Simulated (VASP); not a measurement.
Here is a VASP 6.6.1 calculation.

The input POSCAR:

```
LiBr
1.0
    0.0000000000      2.7118744848      2.7118744848
    2.7118744848      0.0000000000      2.7118744848
    2.7118744848      2.7118744848      0.0000000000
Li Br
1 1
Direct
    0.0000000000      0.0000000000      0.0000000000
    0.5000000000      0.5000000000      0.5000000000
```

File INCAR.step1:

```
PREC     = Accurate       # precision mode
ENCUT    = 830            # plane-wave cutoff, eV
ISMEAR   = 0              # smearing method
SIGMA    = 0.01           # smearing width, eV
LREAL    = False          # projectors in reciprocal space
LASPH    = True           # aspherical terms in the spheres
NELM     = 120            # most SCF steps
NBANDS   = 12             # bands
GGA      = PE             # functional
ALGO     = Normal         # electronic algorithm
EDIFF    = 1E-5           # SCF threshold, eV
LWAVE    = True           # write WAVECAR
LCHARG   = False          # write CHGCAR
GGA_COMPAT= False
```

The input INCAR.step2:

```
PREC     = Accurate       # precision mode
ENCUT    = 830            # plane-wave cutoff, eV
EDIFF    = 1E-6           # SCF threshold, eV
ISMEAR   = 0              # smearing method
SIGMA    = 0.01           # smearing width, eV
LREAL    = False          # projectors in reciprocal space
LASPH    = True           # aspherical terms in the spheres
NELM     = 120            # most SCF steps
ALGO     = Normal         # electronic algorithm
ISIF     = 2              # what is computed and relaxed
LWAVE    = False          # write WAVECAR
LCHARG   = False          # write CHGCAR
METAGGA  = R2SCAN         # meta-GGA
LMIXTAU  = True         
NBANDS   = 12             # bands
ISTART   = 1            
GGA_COMPAT= False
```

The input KPOINTS:

```
regular mesh
0
Gamma
  6 6 6
```

Potentials or basis: VASP PAW PBE potentials, release 64 (Li_sv, Br).

Run with:

```console
$ cat potpaw_PBE.64/Li_sv/POTCAR potpaw_PBE.64/Br/POTCAR > POTCAR
$ cp INCAR.step1 INCAR
$ mpirun -np 1 vasp_std > vasp.out
$ cp INCAR.step2 INCAR
$ mpirun -np 1 vasp_std > vasp.out
```

**Question.** Predict the band gap on the k mesh.

**Answer.** 6.09 eV, direct.

**Question.** Estimate the pressure.

**Answer.** 0.5 GPa.

Caveat: the PAW data sets were made with another functional, which shifts forces and pressure a little. A k mesh can miss the band edges.
